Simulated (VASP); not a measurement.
A run of VASP 6.6.1:

File INCAR:

```
  PREC = Accurate
  ENCUT = 520
  EDIFF = 1E-6
  ISMEAR = 0
  SIGMA = 0.15
  LREAL = F
  LASPH = T
  NELM = 60
  ALGO = Fast
  ISIF = 2
  LWAVE = F
  LCHARG = F
  GGA = PS
  NBANDS = 13
```

KPOINTS

```
Automatic mesh
0
Gamma
  16 16 16
```

Contents of POSCAR:

```
Pb
1.0
    0.0000000000      2.4698000000      2.5932900000
    2.4698000000      0.0000000000      2.5932900000
    2.4698000000      2.4698000000      0.0000000000
Pb
1
Direct
    0.0000000000      0.0000000000      0.0000000000
```

Potentials or basis: VASP PAW PBE potentials, release 64 (Pb_d).

Command:

```bash
$ cat potpaw_PBE.64/Pb_d/POTCAR > POTCAR
$ mpirun -np 1 vasp_std > vasp.out
```

Hardware: 1 thread of Intel(R) Xeon(R) 6975P-C (Granite Rapids), with other jobs on the host.

Q: Estimate the wall time of this run.

A: It took 78 s on 1 thread of Intel(R) Xeon(R) 6975P-C (Granite Rapids) (shared host), peak memory 0.26 GiB. Counts: scf iterations 13, k points 349.
